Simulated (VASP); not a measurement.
# AlCu5 (P4/mmm) in VASP: notebook

AlCu5 is run at these levels: PBE; tasks: single point, relaxation of cell and atoms.

Program: VASP 6.6.1. These are calculated values, not measurements. Logs are shortened: lines on timing, memory, paths and dates and some standing lists are left out, and cuts for length are marked.

### Step 1. The cell of the first run

The structure is tetragonal, space group P4/mmm (No. 123). Conventional cell: a = 4.402 Å, b = 4.402 Å, c = 4.136 Å, α = 90.00°, β = 90.00°, γ = 90.00°. Al (site symmetry 4/mmm) has 20 Cu at 3.11 to 3.18 Å and 2 Al at 4.14 Å within 4.2 Å. Within 2.2 Å of Cu (site symmetry m2m) lie 3 Cu at 1.69 to 2.02 Å. Cu (site symmetry 4/mmm) has 8 Cu at 2.39 Å and 4 Al at 3.11 Å within 3.2 Å.

The cell was built from a structure type or drawn by symmetry, and may not be a known phase.

### Step 2. Single point, PBE

Contents of INCAR:

```
SYSTEM = AlCu5
  ALGO = Normal
  EDIFF = 1E-6
  ENCUT = 520
  GGA = PE
  ISIF = 2
  ISMEAR = 0
  LASPH = .True.
  LCHARG = .False.
  LREAL = .False.
  LWAVE = .False.
  NBANDS = 38
  NELM = 100
  PREC = Accurate
  SIGMA = 0.1
```

Contents of KPOINTS:

```
k-points
0
Gamma
  4 4 4
  0 0 0
```

Contents of POSCAR:

```
AlCu5
1.0
    4.4024896400      0.0000000000      0.0000000000
    0.0000000000      4.4024896400      0.0000000000
    0.0000000000      0.0000000000      4.1362655600
Al Cu
1 5
Direct
    0.5000000000      0.5000000000      0.0000000000
    0.2709018500      0.0000000000      0.5000000000
    0.7290981500      0.0000000000      0.5000000000
    0.0000000000      0.2709018500      0.5000000000
    0.0000000000      0.7290981500      0.5000000000
    0.0000000000      0.0000000000      0.0000000000
```

Potentials or basis: VASP PAW PBE potentials, release 64 (Al, Cu).

On the command line:

```console
> cat potpaw_PBE.64/Al/POTCAR potpaw_PBE.64/Cu/POTCAR > POTCAR
> mpirun -np 1 vasp_std > vasp.out
```

OUTCAR:

```text
SYSTEM = AlCu5
   EDIFF = 1E-6
   ENCUT = 520
   GGA = PE
   ISIF = 2
   ISMEAR = 0
   LASPH = .True.
   LREAL = .False.
   NELM = 100
   PREC = Accurate

 ion  position               nearest neighbor table
   1  0.500  0.500  0.000-
   2  0.271  0.000  0.500-   4 1.69   5 1.69   3 2.02   3 2.39   6 2.39   6 2.39
   3  0.729  0.000  0.500-   4 1.69   5 1.69   2 2.02   2 2.39   6 2.39   6 2.39
   4  0.000  0.271  0.500-   2 1.69   3 1.69   5 2.02   5 2.39   6 2.39   6 2.39
   5  0.000  0.729  0.500-   2 1.69   3 1.69   4 2.02   4 2.39   6 2.39   6 2.39
   6  0.000  0.000  0.000-   2 2.39   3 2.39   4 2.39   5 2.39   2 2.39   3 2.39   4 2.39   5 2.39

  LATTYP: Found a simple tetragonal cell.
 ALAT       =     4.4024896400
 C/A-ratio  =     0.9395287436

  Lattice vectors:

 A1 = (   4.4024896400,   0.0000000000,   0.0000000000)
 A2 = (   0.0000000000,   4.4024896400,   0.0000000000)
 A3 = (   0.0000000000,   0.0000000000,   4.1362655600)

Analysis of symmetry for initial positions (statically):
=====================================================================
 Subroutine PRICEL returns:
 Original cell was already a primitive cell.

 Routine SETGRP: Setting up the symmetry group for a
 simple tetragonal supercell.

 Subroutine GETGRP returns: Found 16 space group operations
 (whereof 16 operations were pure point group operations)
 out of a pool of 16 trial point group operations.

The static configuration has the point symmetry D_4h.

Analysis of symmetry for dynamics (positions and initial velocities):
=====================================================================
 Subroutine PRICEL returns:
 Original cell was already a primitive cell.

 Routine SETGRP: Setting up the symmetry group for a
 simple tetragonal supercell.

 Subroutine GETGRP returns: Found 16 space group operations
 (whereof 16 operations were pure point group operations)
 out of a pool of 16 trial point group operations.

The dynamic configuration has the point symmetry D_4h.

 Subroutine INISYM returns: Found 16 space group operations
 (whereof 16 operations are pure point group operations),
 and found     1 'primitive' translations

----------------------------------------------------------------------------------------
[... 93 lines left out ...]
   NELM   =    100;   NELMIN=  2; NELMDL= -5     # of ELM steps
   EDIFF  = 0.1E-05   stopping-criterion for ELM
   LREAL  =      F    real-space projection
   EDIFFG = 0.1E-04   stopping-criterion for IOM
   NSW    =      0    number of steps for IOM
   IBRION =     -1    ionic relax: 0-MD 1-quasi-New 2-CG
   NFREE  =      0    steps in history (QN), initial steepest desc. (CG)
   ISIF   =      2    stress and relaxation
   ISYM   =      2    0-nonsym 1-usesym 2-fastsym
   POTIM  = 0.5000    time-step for ionic-motion
   TEBEG  =    0.0;   TEEND  =   0.0 temperature during run
   PSTRESS=    0.0 pullay stress
   NELECT =      58.0000    total number of electrons
   NUPDOWN=      -1.0000    fix difference up-down
   EMIN   =  10.00;   EMAX   =-10.00  energy-range for DOS
   EFERMI =   0.00;   METHOD = LEGACY
   ISMEAR =     0;   SIGMA  =   0.10  broadening in eV -4-tet -1-fermi 0-gaus
   EFERMI_NEDOS =   21; number of points for ismear=-14 and -15
   IALGO  =     38    algorithm
   IMIX   =      4    mixing-type and parameters
     AMIX     =   0.40;   BMIX     =  1.00
     AMIX_MAG =   1.60;   BMIX_MAG =  1.00
  volume/ion in A,a.u.               =      13.36        90.17
  Fermi-wavevector in a.u.,A,eV,Ry     =   1.469656  2.777248 29.387085  2.159890
  Thomas-Fermi vector in A             =   2.585007
   LORBIT       =      0    0 simple, 1 ext, 2 COOP (PROOUT), +10 PAW based schemes
   GGA     = PE    functional components
   LHFCALC =     F    Hartree Fock is set to
   AEXX    =    0.0000 exact exchange contribution
   IVDW    =     0    specifies the selected vdW correction
   LEPSILON=     F    determine dielectric tensor
   LRPA    =     F    only Hartree local field effects (RPA)
 non-spin polarized calculation
 Gauss-broadening in eV      SIGMA  =   0.10
  energy-cutoff  :      520.00
  volume of cell :       80.17
 maximum number of plane-waves:      2184
 NGX is ok and might be reduce to    36
   NGX = 17   NGY = 17   NGZ = 15

 number of electron      57.9999993 magnetization

 Free energy of the ion-electron system (eV)
  ---------------------------------------------------
  ext. energy  EPLUGINS =         0.00000000
  ---------------------------------------------------
  free energy    TOTEN  =        -1.97787127 eV

  energy without entropy =       -1.96398933  energy(sigma->0) =       -1.97093030

 E-fermi :   7.4880     XC(G=0): -11.5189

 val. band max:        7.4561466529   @ k =   0.2500   0.2500   0.5000
 cond. band min:       7.5352081666   @ k =   0.2500   0.2500   0.5000
 fundamental gap:      0.0790615137
 Fermi energy:         7.4879674711

 k-point     1 :       0.0000    0.0000    0.0000
  band No.  band energies     occupation
      1      -2.9893      2.00000
      2      -1.3363      2.00000
      3      -0.0848      2.00000
      4       0.6670      2.00000
      5       0.9656      2.00000
      6       1.2188      2.00000
[... 727 lines left out ...]
     37      19.5463      0.00000
     38      19.5589      0.00000

------------------------ aborting loop because EDIFF is reached ----------------------------------------

  FORCE on cell =-STRESS in cart. coord.  units (eV):
  Direction    XX          YY          ZZ          XY          YZ          ZX
  --------------------------------------------------------------------------------------
  -------------------------------------------------------------------------------------
  Total       70.9147866     70.9147866      7.1658083      0.0000000     -0.0000000      0.0000000
  in kB     1417.2363519   1417.2363519    143.2091180      0.0000000     -0.0000000      0.0000000
  external PRESSURE =     992.5606073 kB  Pullay stress =       0.0000000 kB

 VOLUME and BASIS-vectors are now :
 -----------------------------------------------------------------------------
  energy-cutoff  :      520.00
  volume of cell :       80.17
      direct lattice vectors                 reciprocal lattice vectors
     4.402489640  0.000000000  0.000000000     0.227144203  0.000000000  0.000000000
     0.000000000  4.402489640  0.000000000     0.000000000  0.227144203  0.000000000
     0.000000000  0.000000000  4.136265560     0.000000000  0.000000000  0.241763974

 POSITION                                       TOTAL-FORCE (eV/Angst)
 -----------------------------------------------------------------------------------
      2.20124      2.20124      0.00000         0.000000      0.000000     -0.000000
      1.19264      0.00000      2.06813        23.409800      0.000000     -0.000000
      3.20985      0.00000      2.06813       -23.409800     -0.000000      0.000000
      0.00000      1.19264      2.06813         0.000000     23.409800      0.000000
      0.00000      3.20985      2.06813         0.000000    -23.409800     -0.000000
      0.00000      0.00000      0.00000         0.000000      0.000000     -0.000000
 -----------------------------------------------------------------------------------
    total drift:                                0.000000      0.000000      0.000000

  FREE ENERGIE OF THE ION-ELECTRON SYSTEM (eV)
  ---------------------------------------------------
  free  energy   TOTEN  =        -1.9778712727 eV

  energy  without entropy=       -1.9639893334  energy(sigma->0) =       -1.97093030
```

It took 33 s on 1 thread of Intel Xeon 6975P-C (Granite Rapids), shared host; peak memory 0.2 GiB.

What came out:

| Property | Result |
| --- | --- |
| Free energy | -1.9779 eV |
| Pressure | 99.3 GPa |
| Largest force | 23.410 eV/Å |
| Band gap on the k mesh | zero (bands 29 and 30 overlap by 2.55 eV) |

Forces on the atoms (eV/Å):
```
Al    0.000   0.000   0.000
Cu   23.410   0.000   0.000
Cu  -23.410   0.000   0.000
Cu    0.000  23.410   0.000
Cu    0.000 -23.410   0.000
Cu    0.000   0.000   0.000
```

Levels at points of the mesh, in eV from the Fermi level:
| k point | band 25 | band 26 | band 27 | band 28 | band 29 | band 30 | band 31 | band 32 | band 33 | band 34 |
| --- | --- | --- | --- | --- | --- | --- | --- | --- | --- | --- |
| (0.00, 0.00, 0.00) | -1.84 | -1.34 | -0.86 | -0.47 | -0.37 | -0.37 | 1.23 | 2.22 | 5.88 | 5.97 |
| (0.50, 0.00, 0.00) | -1.98 | -1.72 | -1.67 | 1.15 | 1.16 | 1.19 | 1.22 | 2.38 | 2.66 | 4.14 |
| (0.50, 0.50, 0.00) | -2.42 | -2.12 | -1.80 | -1.68 | -0.83 | 3.05 | 3.40 | 3.95 | 4.79 | 4.79 |
| (0.00, 0.00, 0.50) | -1.87 | -1.85 | -0.47 | 0.11 | 1.25 | 1.44 | 1.44 | 2.21 | 2.25 | 2.25 |
| (0.50, 0.00, 0.50) | -2.00 | -1.80 | -1.66 | -1.64 | -1.60 | 1.85 | 2.85 | 3.22 | 3.27 | 3.33 |
| (0.50, 0.50, 0.50) | -2.14 | -1.84 | -1.69 | -1.40 | -1.30 | -1.30 | -0.86 | -0.86 | -0.83 | 9.85 |

Caveat: the k points lie up to 0.38 Å⁻¹ apart, too coarse for converged energies and pressures of a metal; atoms lie so close that the PAW spheres overlap strongly, which falsifies energies and pressures; forces of over 1 eV/Å act on the atoms, so gaps and moduli don't describe the material at rest.

(Continued in part 2 of 3.)
